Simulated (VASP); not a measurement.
## TlSbO2: single point with r2SCAN

The system is TlSbO2.

```
Tl O Sb
1.0
    -2.52987    2.52987    5.43108
     2.52987   -2.52987    5.43108
     2.52987    2.52987   -5.43108
Tl O Sb
2 4 2
Direct
  0.75000 0.25000 0.50000
  0.00000 0.00000 0.00000
  0.45501 0.95501 0.50000
  0.70501 0.70501 0.00000
  0.04499 0.54499 0.50000
  0.29499 0.29499 0.00000
  0.25000 0.75000 0.50000
  0.50000 0.50000 0.00000
```

* Program: VASP 6.6.1
* Task: single point
* Functional: r2SCAN
* Potentials or basis: VASP PAW PBE potentials, release 64 (Tl_d, O, Sb)
* Cutoff: 660 eV
* k mesh: 8 × 8 × 8
* Occupations: fermi-dirac, width 0.02 eV
* Spin: no spin polarisation
* Dipole correction: no
* Further INCAR settings: ALGO = Normal; EDIFF = 1e-06; NBANDS = 40

The pressure is -0.4 GPa, the largest force is 0.023 eV/Å and the band gap on the k mesh is 0.11 eV (least direct gap 0.16 eV).

Forces in eV/Å, atoms in the order of the input:
```
Tl   0.000  0.000  0.000
Tl   0.000  0.000  0.000
O    0.000  0.000 -0.023
O    0.000  0.000 -0.023
O    0.000  0.000  0.023
O    0.000  0.000  0.023
Sb   0.000  0.000  0.000
Sb   0.000  0.000  0.000
```

Stress tensor (GPa, compression positive):
```
-0.38  0.00  0.00
 0.00 -0.38  0.00
 0.00  0.00 -0.52
```

Levels at points of the mesh, in eV from the valence-band top:
```tsv
k point	band 28	band 29	band 30	band 31	band 32	band 33
(0.00, 0.00, 0.00)	-3.24	-1.73	-1.02	2.13	2.81	2.81
(0.50, 0.00, 0.00)	-1.41	-1.07	-0.90	1.14	1.52	2.43
(0.50, 0.50, 0.00)	-0.74	-0.10	-0.10	0.11	0.11	0.68
(0.50, 0.50, 0.50)	-3.60	-1.74	-1.74	2.73	2.73	3.41
```

It took 22 min on 1 thread of AMD EPYC 9R45 96-Core Processor (Zen 5) (shared host), peak memory 0.69 GiB.

Caveat: the PAW data sets were made with another functional, which shifts forces and pressure a little; spin-orbit coupling is left out, which moves the levels of the heavy elements. A k mesh can miss the band edges.
